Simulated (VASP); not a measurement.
# HgTe (F-43m) in VASP: notebook, part 2 of 2

VASP 6.6.1.

### 4 Phonons, r2SCAN (36.53 Å³/atom)

This run uses another cell than the first one, of 36.53 Å³/atom.

Contents of INCAR:

```
ALGO = Normal
EDIFF = 1E-8
ENCUT = 520
IBRION = 6
ISIF = 2
ISMEAR = -1
LASPH = T
LCHARG = F
LMIXTAU = T
LREAL = F
LWAVE = F
METAGGA = R2SCAN
NBANDS = 16
NELM = 80
NFREE = 2
NSW = 1
POTIM = 0.015
PREC = Accurate
SIGMA = 0.1
```

Contents of KPOINTS:

```
k-points
0
Gamma
  10 10 10
```

Contents of POSCAR:

```
HgTe
1.0
    0.0000000000      3.3181737594      3.3181737594
    3.3181737594      0.0000000000      3.3181737594
    3.3181737594      3.3181737594      0.0000000000
Hg Te
1 1
Direct
    0.0000000000      0.0000000000      0.0000000000
    0.7500000000      0.7500000000      0.7500000000
```

Potentials or basis: VASP PAW PBE potentials, release 64 (Hg, Te).

Run with:

```bash
$ cat potpaw_PBE.64/Hg/POTCAR potpaw_PBE.64/Te/POTCAR > POTCAR
$ mpirun -np 1 vasp_std > vasp.out
```

OUTCAR:

```text
EDIFF = 1E-8
   ENCUT = 520
   IBRION = 6
   ISIF = 2
   ISMEAR = -1
   LASPH = T
   LREAL = F
   METAGGA = R2SCAN
   NELM = 80
   NFREE = 2
   NSW = 1
   POTIM = 0.015
   PREC = Accurate

 ion  position               nearest neighbor table
   1  0.000  0.000  0.000-   2 2.87   2 2.87   2 2.87   2 2.87
   2  0.750  0.750  0.750-   1 2.87   1 2.87   1 2.87   1 2.87

  LATTYP: Found a face centered cubic cell.
 ALAT       =     6.6363475188

  Lattice vectors:

 A1 = (   0.0000000000,   3.3181737594,   3.3181737594)
 A2 = (   3.3181737594,   0.0000000000,   3.3181737594)
 A3 = (   3.3181737594,   3.3181737594,   0.0000000000)

[... 798 lines left out ...]
  -------------------------------------------------------------------------------------
  Total       -0.4649187     -0.4638662     -0.4638662      0.0000000     -0.0488240      0.0000000
  in kB      -10.1943652    -10.1712875    -10.1712875      0.0000000     -1.0705742      0.0000000
  external PRESSURE =     -10.1789801 kB  Pullay stress =       0.0000000 kB
[... 17 lines left out ...]
  FREE ENERGIE OF THE ION-ELECTRON SYSTEM (eV)
  ---------------------------------------------------
  free  energy   TOTEN  =       -75.1585934437 eV

  energy  without entropy=      -75.1571604237  energy(sigma->0) =      -75.15787693

 INTERNAL STRAIN TENSORS FROM DISPLACED ATOMS
 ============================================

 INTERNAL STRAIN TENSOR FOR ION    1 for displacements in x,y,z  (eV/Angst):
          X           Y           Z          XY          YZ          ZX
  --------------------------------------------------------------------------------
  x     0.00000    -0.00000    -0.00000     0.00000    -3.25473     0.00000
  y     0.00000    -0.00000     0.00000     0.00000     0.00000    -3.25473
  z    -0.00000    -0.00000     0.00000    -3.25473     0.00000     0.00000

 INTERNAL STRAIN TENSOR FOR ION    2 for displacements in x,y,z  (eV/Angst):
          X           Y           Z          XY          YZ          ZX
  --------------------------------------------------------------------------------
  x    -0.00000     0.00000     0.00000     0.00000     3.25481     0.00000
  y     0.00000     0.00000     0.00000     0.00000     0.00000     3.25481
  z     0.00000     0.00000    -0.00000     3.25481     0.00000     0.00000

 Eigenvectors and eigenvalues of the dynamical matrix
 ----------------------------------------------------

   1 f  =    2.823749 THz    17.742139 2PiTHz   94.190134 cm-1    11.678083 meV
             X         Y         Z           dx          dy          dz
      0.000000  0.000000  0.000000     0.466398   -0.413193    0.000000
      4.977261  4.977261  4.977261    -0.585440    0.518656    0.000000
[... 21 lines left out ...]
   6 f/i=    0.001575 THz     0.009895 2PiTHz    0.052530 cm-1     0.006513 meV
             X         Y         Z           dx          dy          dz
      0.000000  0.000000  0.000000    -0.243402    0.743303    0.000000
      4.977261  4.977261  4.977261    -0.193909    0.592161    0.000000

 ELASTIC MODULI CONTR FROM IONIC RELAXATION (kBar)
 Direction    XX          YY          ZZ          XY          YZ          ZX
 --------------------------------------------------------------------------------
 XX          -0.0000      0.0000      0.0000     -0.0000      0.0000      0.0000
 YY           0.0000     -0.0000      0.0000     -0.0000     -0.0000     -0.0000
 ZZ           0.0000      0.0000     -0.0000      0.0000     -0.0000      0.0000
 XY          -0.0000     -0.0000      0.0000    -91.3164      0.0000     -0.0000
 YZ           0.0000     -0.0000     -0.0000      0.0000    -91.3164     -0.0000
 ZX           0.0000     -0.0000      0.0000     -0.0000     -0.0000    -91.3164
 --------------------------------------------------------------------------------
```

OSZICAR:

```text
N       E                     dE             d eps       ncg     rms          rms(c)
DAV:   1     0.291689520790E+02    0.29169E+02   -0.80046E+03  1512   0.980E+02
DAV:   2    -0.765717421790E+02   -0.10574E+03   -0.98829E+02  1784   0.228E+02
DAV:   3    -0.802809684390E+02   -0.37092E+01   -0.36993E+01  1792   0.443E+01
[... 74 lines left out ...]
DAV:   6    -0.751585909280E+02   -0.41285E-04   -0.50159E-05  5592   0.442E-02    0.816E-03
DAV:   7    -0.751585931767E+02   -0.22487E-05   -0.11426E-06  7136   0.714E-03    0.178E-03
DAV:   8    -0.751585933370E+02   -0.16028E-06   -0.13191E-07  5856   0.293E-03    0.176E-03
DAV:   9    -0.751585934122E+02   -0.75185E-07   -0.23778E-08  6584   0.130E-03    0.795E-04
DAV:  10    -0.751585934456E+02   -0.33375E-07   -0.27936E-08  5704   0.109E-03    0.470E-05
DAV:  11    -0.751585934437E+02    0.18558E-08   -0.12701E-09  3328   0.243E-04
   5 F= -.75158593E+02 E0= -.75157877E+02  d E =-.143302E-02
```

stdout:

```text
POSCAR found type information on POSCAR HgTe
 POSCAR found :  2 types and       2 ions
 scaLAPACK will be used
 -----------------------------------------------------------------------------
|                                                                             |
|                                                                             |
|     You enforced a specific xc type in the INCAR file but a different       |
|     I HOPE YOU KNOW WHAT YOU ARE DOING!                                     |
|                                                                             |
 -----------------------------------------------------------------------------

 LDA part: xc-table for (None), standard interpolation
 POSCAR, INCAR and KPOINTS ok, starting setup
 FFT: planning ... GRIDC
 FFT: planning ... GRID_SOFT
 FFT: planning ... GRID
 WAVECAR not read
 entering main loop
 Found     2 degrees of freedom:
 Finite differences POTIM= 0.01500 DOF=   2
 bond charge predicted
 Finite differences progress:
 bond charge predicted
 Finite differences progress:
 bond charge predicted
 Finite differences progress:
 bond charge predicted
 Finite differences progress:
```

It took 37 min on 1 thread of Intel Xeon Platinum 8259CL at 2.50GHz (Skylake/Cascade Lake), shared host; peak memory 0.47 GiB.

Results:

| Item | Value |
| --- | --- |
| Highest phonon frequency at Γ, LO-TO splitting left out | 94 cm⁻¹ |

Phonon frequencies in cm⁻¹ (negative: imaginary):
| q point | frequencies |
| --- | --- |
| (0.000, 0.000, 0.000) | 0 0 0 94 94 94 |

Caveat: the cell stands under pressure or tension, which shifts response properties; the PAW data sets were made with another functional, which shifts forces and pressure a little; spin-orbit coupling is left out, which moves the levels of the heavy elements.
